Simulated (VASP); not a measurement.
**BaSi4: relaxation of cell and atoms with PBE**

The system is BaSi4.

```
CELL_PARAMETERS angstrom
4.25909 0.00000 0.00000
0.00000 4.25909 0.00000
0.00000 0.00000 3.78531
ATOMIC_POSITIONS crystal
Ba 0.50000 0.50000 0.74723
Si 0.16265 0.00000 0.73164
Si 0.83735 0.00000 0.73164
Si 0.00000 0.16265 0.73164
Si 0.00000 0.83735 0.73164
```

The cell was generated, and may not be a known phase.

```
Program                : VASP 6.6.1
Task                   : relaxation of cell and atoms
Functional             : PBE
Potentials or basis    : VASP PAW PBE potentials, release 64 (Ba_sv, Si)
Cutoff                 : 600 eV
k mesh                 : 4 × 4 × 4
Occupations            : gaussian, width 0.1 eV
Spin                   : no spin polarisation
Dipole correction      : no
Further INCAR settings : ALGO = Normal; EDIFF = 1e-07; IBRION = 2; EDIFFG = -0.04; NSW = 90; ISIF = 3
```

The relaxed volume is 21.69 Å³/atom. The relaxed cell is a = 5.747 Å, b = 5.747 Å, c = 3.283 Å, α = 90.00°, β = 90.00°, γ = 90.00°, the space group after relaxing (to 0.1 Å) is P4/mmm (No. 123) and the pressure after relaxing is 0.0 GPa. The largest force after relaxing is 0.036 eV/Å and the band gap on the k mesh is zero (bands 13 and 14 overlap by 2.17 eV).

Forces on the atoms (eV/Å):
```
Ba   0.000  0.000  0.036
Si   0.020  0.000 -0.009
Si  -0.020  0.000 -0.009
Si   0.000  0.020 -0.009
Si   0.000 -0.020 -0.009
```

Final structure:
```yaml
crystal:
  lattice:
    - [5.74735, 0.00000, 0.00000]
    - [0.00000, 5.74735, 0.00000]
    - [0.00000, 0.00000, 3.28310]
  atoms:
    - { symbol: Ba, position: [0.50000, 0.50000, 0.13142] }
    - { symbol: Si, position: [0.29623, 0.00000, 0.63560] }
    - { symbol: Si, position: [0.70377, 0.00000, 0.63560] }
    - { symbol: Si, position: [0.00000, 0.29623, 0.63560] }
    - { symbol: Si, position: [0.00000, 0.70377, 0.63560] }
```

Levels at points of the mesh, in eV from the Fermi level:
| k point | band 9 | band 10 | band 11 | band 12 | band 13 | band 14 | band 15 | band 16 | band 17 |
| --- | --- | --- | --- | --- | --- | --- | --- | --- | --- |
| (0.00, 0.00, 0.00) | -5.54 | -3.52 | 0.01 | 0.01 | 0.04 | 0.91 | 3.40 | 3.70 | 4.39 |
| (0.50, 0.00, 0.00) | -3.71 | -3.36 | -0.72 | -0.56 | 0.95 | 1.06 | 2.00 | 2.39 | 3.10 |
| (0.50, 0.50, 0.00) | -2.82 | -2.82 | -1.82 | -0.64 | -0.59 | 0.50 | 1.95 | 1.95 | 2.11 |
| (0.00, 0.00, 0.50) | -5.33 | -4.34 | -2.60 | -1.96 | -1.04 | -1.04 | -0.96 | -0.96 | 1.95 |
| (0.50, 0.00, 0.50) | -4.41 | -3.87 | -3.86 | -2.35 | -1.52 | -0.37 | 0.07 | 1.69 | 2.40 |
| (0.50, 0.50, 0.50) | -3.21 | -3.19 | -3.19 | -1.84 | -1.84 | 0.38 | 1.20 | 1.20 | 1.34 |

Run time: 9.1 min on 1 thread of Intel(R) Xeon(R) 6975P-C (Granite Rapids), with other jobs on the host, peak memory 0.22 GiB.

Caveat: the k points lie up to 0.48 Å⁻¹ apart in the final cell, too coarse for converged energies and pressures of a metal; the volume moved by over 15 % at a fixed basis, so the end points are rough; spin-orbit coupling is left out, which moves the levels of the heavy elements.
